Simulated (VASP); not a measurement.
# InSe (C2/m) in VASP: relaxation of cell and atoms with PBE+D3(BJ)

Aim: the relaxation of cell and atoms of InSe with PBE+D3(BJ).

All numbers are computed with VASP 6.6.1; they aren't measurements. Logs are shortened: lines on timing, memory, paths and dates and some standing lists are left out, and cuts for length are marked.

## 1. The cell of the first run

The structure is monoclinic, space group C2/m (No. 12). Conventional cell: a = 11.653 Å, b = 4.109 Å, c = 5.073 Å, α = 90.00°, β = 109.86°, γ = 90.00°. In (site symmetry m) has 3 Se at 2.68 to 2.69 Å and 1 In at 2.80 Å within 3.5 Å. Se (site symmetry m) has 3 In at 2.68 to 2.69 Å within 3.5 Å.

## 2. Relaxation of cell and atoms, PBE+D3(BJ)

INCAR reads:

```
PREC = Accurate
ENCUT = 600
EDIFF = 1E-6
ISMEAR = -1
SIGMA = 0.02
LREAL = False
LASPH = True
NELM = 60
ALGO = Normal
ISIF = 3
LWAVE = False
LCHARG = False
GGA = PE
IVDW = 12
IBRION = 2
NSW = 80
EDIFFG = -0.005
```

KPOINTS reads:

```
Automatic mesh
0
Gamma
  6 6 6
```

POSCAR reads:

```
InSe
1.0
    5.8263928781     -2.0546489550      0.0000000000
    5.8263928781      2.0546489550      0.0000000000
   -1.7232330140      0.0000000000      4.7713478577
In Se
2 2
Direct
    0.1117967500      0.1117967500      0.9531586400
    0.8882032500      0.8882032500      0.0468413600
    0.3390724100      0.3390724100      0.3310443800
    0.6609275900      0.6609275900      0.6689556200
```

Potentials or basis: VASP PAW PBE potentials, release 64 (In_d, Se).

Launch:

```bash
$ cat potpaw_PBE.64/In_d/POTCAR potpaw_PBE.64/Se/POTCAR > POTCAR
$ mpirun -np 1 vasp_std > vasp.out
```

OUTCAR:

```text
PREC = Accurate
   ENCUT = 600
   EDIFF = 1E-6
   ISMEAR = -1
   LREAL = False
   LASPH = True
   NELM = 60
   ISIF = 3
   GGA = PE
   IVDW = 12
   IBRION = 2
   NSW = 80
   EDIFFG = -0.005
 IVDW          = 12

 ion  position               nearest neighbor table
   1  0.112  0.112  0.953-   4 2.68   4 2.68   3 2.69   2 2.80   2 3.71   2 3.71
   2  0.888  0.888  0.047-   3 2.68   3 2.68   4 2.69   1 2.80   1 3.71   1 3.71
   3  0.339  0.339  0.331-   2 2.68   2 2.68   1 2.69
   4  0.661  0.661  0.669-   1 2.68   1 2.68   2 2.69

  LATTYP: Found a base centered monoclinic cell.
 ALAT       =    11.6527857562
 B/A-ratio  =     0.3526451096
 C/A-ratio  =     0.4353462338
 COS(beta)  =    -0.3396874117

  Lattice vectors:

 A1 = (   5.8263928781,  -2.0546489550,   0.0000000000)
 A2 = (   5.8263928781,   2.0546489550,   0.0000000000)
 A3 = (  -1.7232330140,   0.0000000000,   4.7713478577)

Analysis of symmetry for initial positions (statically):
=====================================================================
 Subroutine PRICEL returns:
 Original cell was already a primitive cell.

 Routine SETGRP: Setting up the symmetry group for a
 base centered monoclinic supercell.

 Subroutine GETGRP returns: Found  4 space group operations
 (whereof  4 operations were pure point group operations)
 out of a pool of  4 trial point group operations.

The static configuration has the point symmetry C_2h.

Analysis of symmetry for dynamics (positions and initial velocities):
=====================================================================
 Subroutine PRICEL returns:
 Original cell was already a primitive cell.

 Routine SETGRP: Setting up the symmetry group for a
 base centered monoclinic supercell.

 Subroutine GETGRP returns: Found  4 space group operations
 (whereof  4 operations were pure point group operations)
 out of a pool of  4 trial point group operations.

The dynamic configuration has the point symmetry C_2h.

 Subroutine INISYM returns: Found  4 space group operations
 (whereof  4 operations are pure point group operations),
 and found     1 'primitive' translations

----------------------------------------------------------------------------------------

                                     Primitive cell

  volume of cell :     114.2374

  direct lattice vectors                    reciprocal lattice vectors
     5.826392878 -2.054648955  0.000000000     0.085816389 -0.243350573  0.030993681
     5.826392878  2.054648955  0.000000000     0.085816389  0.243350573  0.030993681
    -1.723233014  0.000000000  4.771347858     0.000000000  0.000000000  0.209584384

  length of vectors
     6.178060885  6.178060885  5.072996393     0.259893367  0.259893367  0.209584384

  position of ions in fractional coordinates (direct lattice)
     0.111796750  0.111796750  0.953158640
     0.888203250  0.888203250  0.046841360
     0.339072410  0.339072410  0.331044380
     0.660927590  0.660927590  0.668955620

  ion indices of the primitive-cell ions
   primitive index   ion index
                 1           1
                 2           2
                 3           3
                 4           4

----------------------------------------------------------------------------------------

 KPOINTS: Automatic mesh

Automatic generation of k-mesh.
 Grid dimensions read from file:
 generate k-points for:    6    6    6

 Generating k-lattice:

  Cartesian coordinates                     Fractional coordinates (reciprocal lattice)
     0.014302732 -0.040558429  0.005165614     0.166666667  0.000000000  0.000000000
     0.014302732  0.040558429  0.005165614     0.000000000  0.166666667  0.000000000
     0.000000000  0.000000000  0.034930731     0.000000000  0.000000000  0.166666667

  Length of vectors
     0.043315561  0.043315561  0.034930731

  Shift w.r.t. Gamma in fractional coordinates (k-lattice)
     0.000000000  0.000000000  0.000000000

 Subroutine IBZKPT returns following result:
 ===========================================

 Found     68 irreducible k-points:

 Following reciprocal coordinates:
            Coordinates               Weight
  0.000000  0.000000  0.000000      1.000000
  0.166667  0.000000 -0.000000      4.000000
  0.333333  0.000000 -0.000000      4.000000
  0.500000  0.000000 -0.000000      2.000000
  0.166667  0.166667 -0.000000      2.000000
  0.333333  0.166667  0.000000      4.000000
[... 16 lines left out ...]
 -0.333333  0.166667  0.166667      4.000000
 -0.166667  0.166667  0.166667      4.000000
 [... further k-points ...]
   k-points           NKPTS =     68   k-points in BZ     NKDIM =     68   number of bands    NBANDS=     23
   number of dos      NEDOS =    301   number of ions     NIONS =      4
   total plane-waves  NPLWV = 105000
   dimension x,y,z NGX =    50 NGY =   50 NGZ =   42
   dimension x,y,z NGXF=   100 NGYF=  100 NGZF=   84
   ions per type =               2   2
   NGX,Y,Z   is equivalent  to a cutoff of  13.45, 13.45, 13.76 a.u.
   NGXF,Y,Z  is equivalent  to a cutoff of  26.91, 26.91, 27.53 a.u.
 SYSTEM =  unknown system
   PREC   = accura    normal or accurate (medium, high low for compatibility)
   ISTART =      0    job   : 0-new  1-cont  2-samecut
   ICHARG =      2    charge: 1-file 2-atom 10-const
   ISPIN  =      1    spin polarized calculation?
   LNONCOLLINEAR =      F non collinear calculations
   LSORBIT =      F    spin-orbit coupling
   LASPH  =      T    aspherical Exc in radial PAW
   ENCUT  =  600.0 eV  44.10 Ry    6.64 a.u.  12.34 12.34 10.13*2*pi/ulx,y,z
   NELM   =     60;   NELMIN=  2; NELMDL= -5     # of ELM steps
   EDIFF  = 0.1E-05   stopping-criterion for ELM
   LREAL  =      F    real-space projection
   EDIFFG = -.5E-02   stopping-criterion for IOM
   NSW    =     80    number of steps for IOM
   IBRION =      2    ionic relax: 0-MD 1-quasi-New 2-CG
   NFREE  =      1    steps in history (QN), initial steepest desc. (CG)
   ISIF   =      3    stress and relaxation
   ISYM   =      2    0-nonsym 1-usesym 2-fastsym
   POTIM  = 0.5000    time-step for ionic-motion
   TEBEG  =    0.0;   TEEND  =   0.0 temperature during run
   PSTRESS=    0.0 pullay stress
   NELECT =      38.0000    total number of electrons
   NUPDOWN=      -1.0000    fix difference up-down
   EMIN   =  10.00;   EMAX   =-10.00  energy-range for DOS
   EFERMI =   0.00;   METHOD = LEGACY
   ISMEAR =    -1;   SIGMA  =   0.02  broadening in eV -4-tet -1-fermi 0-gaus
   EFERMI_NEDOS =   21; number of points for ismear=-14 and -15
   IALGO  =     38    algorithm
   IMIX   =      4    mixing-type and parameters
     AMIX     =   0.40;   BMIX     =  1.00
     AMIX_MAG =   1.60;   BMIX_MAG =  1.00
  volume/ion in A,a.u.               =      28.56       192.73
  Fermi-wavevector in a.u.,A,eV,Ry     =   1.134314  2.143542 17.506177  1.286668
  Thomas-Fermi vector in A             =   2.271018
   LORBIT       =      0    0 simple, 1 ext, 2 COOP (PROOUT), +10 PAW based schemes
   GGA     = PE    functional components
   LHFCALC =     F    Hartree Fock is set to
   AEXX    =    0.0000 exact exchange contribution
   IVDW    =    12    specifies the selected vdW correction
   LEPSILON=     F    determine dielectric tensor
   LRPA    =     F    only Hartree local field effects (RPA)
 conjugate gradient relaxation of ions
 non-spin polarized calculation
  energy-cutoff  :      600.00
  volume of cell :      114.24
 maximum number of plane-waves:      3834
 NGX is ok and might be reduce to    50
   NGX = 25   NGY = 25   NGZ = 21

--------------------------------------- Ionic step        1  -------------------------------------------

 number of electron      38.0000000 magnetization

 Free energy of the ion-electron system (eV)
  ---------------------------------------------------
  ext. energy  EPLUGINS =         0.00000000
  ---------------------------------------------------
  free energy    TOTEN  =       -14.05564124 eV

  energy without entropy =      -14.05564124  energy(sigma->0) =      -14.05564124

------------------------ aborting loop because EDIFF is reached ----------------------------------------

 Edisp (eV)   -1.23785

 E8    (eV) :    -0.5694

  FORCE on cell =-STRESS in cart. coord.  units (eV):
  Direction    XX          YY          ZZ          XY          YZ          ZX
  --------------------------------------------------------------------------------------
  -------------------------------------------------------------------------------------
  Total      -0.23848    -0.12528    -0.22621     0.00000     0.00000     0.06648
  in kB      -3.34461    -1.75706    -3.17262     0.00000     0.00000     0.93244
  external pressure =       -2.76 kB  Pullay stress =        0.00 kB
[... 103 lines left out ...]
  FREE ENERGIE OF THE ION-ELECTRON SYSTEM (eV)
  ---------------------------------------------------
  free  energy   TOTEN  =       -15.3043187071 eV

  energy  without entropy=      -15.3043187071  energy(sigma->0) =      -15.30431871

 E-fermi :   4.5845     XC(G=0):  -9.2140

 val. band max:        4.1540343541   @ k =  -0.3333  -0.3333   0.3333
 cond. band min:       5.2819328178   @ k =   0.0000   0.0000   0.5000
 fundamental gap:      1.1278984638
 Fermi energy:         4.5844829772

 k-point     1 :       0.0000    0.0000    0.0000
  band No.  band energies     occupation
      1     -10.3494      2.00000
      2     -10.2849      2.00000
      3     -10.0652      2.00000
      4     -10.0248      2.00000
      5      -9.9891      2.00000
      6      -9.9833      2.00000
[... 613 lines left out ...]
     22       7.7525      0.00000
     23       8.5259      0.00000

 [... further k-points ...]

[... ionic steps 4 to 26 ...]

--------------------------------------- Ionic step       27  -------------------------------------------

 number of electron      38.0000005 magnetization

------------------------ aborting loop because EDIFF is reached ----------------------------------------

 Edisp (eV)   -1.37134

 E8    (eV) :    -0.6311
[... 73 lines left out ...]
  energy  without entropy=      -15.3616369511  energy(sigma->0) =      -15.36163695

--------------------------------------- Ionic step       29  -------------------------------------------

 number of electron      38.0000004 magnetization

 Free energy of the ion-electron system (eV)
  ---------------------------------------------------
  ext. energy  EPLUGINS =         0.00000000
  ---------------------------------------------------
  free energy    TOTEN  =       -13.98836338 eV

  energy without entropy =      -13.98836338  energy(sigma->0) =      -13.98836338

 E-fermi :   5.3762     XC(G=0):  -9.6279

 val. band max:        5.0182929573   @ k =  -0.3333  -0.3333   0.3333
 cond. band min:       5.7359253269   @ k =   0.3333   0.3333  -0.0000
 fundamental gap:      0.7176323696
 Fermi energy:         5.3762227230

 k-point     1 :       0.0000    0.0000    0.0000
  band No.  band energies     occupation
      1      -9.6258      2.00000
      2      -9.5493      2.00000
      3      -9.3273      2.00000
      4      -9.3201      2.00000
      5      -9.2876      2.00000
      6      -9.2839      2.00000
[... 613 lines left out ...]
     22       8.7692      0.00000
     23       9.2702      0.00000

 [... further k-points ...]

------------------------ aborting loop because EDIFF is reached ----------------------------------------

 Edisp (eV)   -1.37334

 E8    (eV) :    -0.6320

  FORCE on cell =-STRESS in cart. coord.  units (eV):
  Direction    XX          YY          ZZ          XY          YZ          ZX
  --------------------------------------------------------------------------------------
  -------------------------------------------------------------------------------------
  Total       0.00112    -0.00366     0.00217     0.00000     0.00000     0.01003
  in kB       0.01724    -0.05654     0.03361     0.00000     0.00000     0.15510
  external pressure =       -0.00 kB  Pullay stress =        0.00 kB
[... 19 lines left out ...]
  FREE ENERGIE OF THE ION-ELECTRON SYSTEM (eV)
  ---------------------------------------------------
  free  energy   TOTEN  =       -15.3616995689 eV

  energy  without entropy=      -15.3616995687  energy(sigma->0) =      -15.36169957

 reached required accuracy - stopping structural energy minimisation
```

Run time: 48 min. Hardware: 1 thread of Intel Xeon 6975P-C (Granite Rapids), shared host; peak memory 0.47 GiB.

Results:

| Property | Result |
| --- | --- |
| Free energy | -15.3617 eV |
| Relaxed volume | 25.91 Å³/atom |
| Relaxed cell | a = 6.294 Å, b = 6.294 Å, c = 4.506 Å, α = 109.61°, β = 109.61°, γ = 38.42° |
| Space group after relaxing (to 0.05 Å) | C2/m (No. 12) |
| Energy gained by relaxing | 17.1 meV/atom |
| Ionic steps | 29 |
| Pressure after relaxing | 0.0 GPa |
| Largest force after relaxing | 0.004 eV/Å |
| Band gap on the k mesh | 0.72 eV, indirect (least direct gap 1.07 eV) |
| Dispersion energy per atom | -0.343 eV |

Forces on the atoms (eV/Å):
```
In  -0.002  0.000  0.004
In   0.002  0.000 -0.004
Se  -0.001  0.000  0.001
Se   0.001  0.000 -0.001
```

The path:
| step | energy change (eV) | largest force (eV/Å) | pressure (GPa) | volume (Å³) |
| --- | --- | --- | --- | --- |
| 1 | 0.0000 | 0.2644 | -0.28 | 114.24 |
| 2 | -0.0076 | 0.1970 | -0.26 | 113.43 |
| 3 | -0.0108 | 0.3958 | -0.09 | 111.01 |
| 4 | -0.0132 | 0.2394 | -0.15 | 111.98 |
| 5 | -0.0179 | 0.2025 | -0.09 | 111.42 |
| 6 | -0.0291 | 0.0934 | 0.15 | 109.76 |
| 7 | -0.0375 | 0.1299 | 0.77 | 106.46 |
| 8 | -0.0435 | 0.1069 | 0.33 | 106.45 |
| 9 | -0.0462 | 0.1151 | -0.15 | 106.43 |
| 10 | -0.0501 | 0.0990 | -0.12 | 106.20 |
| 11 | -0.0576 | 0.0521 | -0.04 | 105.47 |
| 12 | -0.0536 | 0.2427 | 0.21 | 103.90 |
| 13 | -0.0591 | 0.1106 | 0.07 | 104.94 |
| 14 | -0.0604 | 0.0749 | 0.01 | 105.01 |
| 15 | -0.0606 | 0.0835 | -0.02 | 105.05 |
| 16 | -0.0619 | 0.0713 | -0.09 | 105.06 |
| 17 | -0.0637 | 0.0402 | -0.24 | 105.07 |
| 18 | -0.0647 | 0.0535 | 0.05 | 104.47 |
| 19 | -0.0648 | 0.0597 | 0.12 | 104.27 |
| 20 | -0.0658 | 0.0429 | 0.09 | 104.16 |
| 21 | -0.0670 | 0.0205 | 0.05 | 103.96 |
| 22 | -0.0670 | 0.0592 | -0.07 | 103.55 |
| 23 | -0.0674 | 0.0325 | -0.01 | 103.77 |
| 24 | -0.0678 | 0.0425 | 0.04 | 103.60 |
| 25 | -0.0679 | 0.0322 | 0.03 | 103.64 |
| 26 | -0.0681 | 0.0198 | -0.04 | 103.73 |
| 27 | -0.0681 | 0.0135 | -0.09 | 103.81 |
| 28 | -0.0681 | 0.0164 | 0.07 | 103.51 |
| 29 | -0.0682 | 0.0040 | 0.00 | 103.66 |

Final structure:
```
In Se
1.0
     5.94222   -2.07059    0.10518
     5.94222    2.07059    0.10518
    -1.67601    0.00000    4.18265
In Se
2 2
Direct
  0.11492 0.11492 0.97887
  0.88508 0.88508 0.02113
  0.34691 0.34691 0.36644
  0.65309 0.65309 0.63356
```

Caveat: spin-orbit coupling is left out, which moves the levels of the heavy elements. A k mesh can miss the band edges.
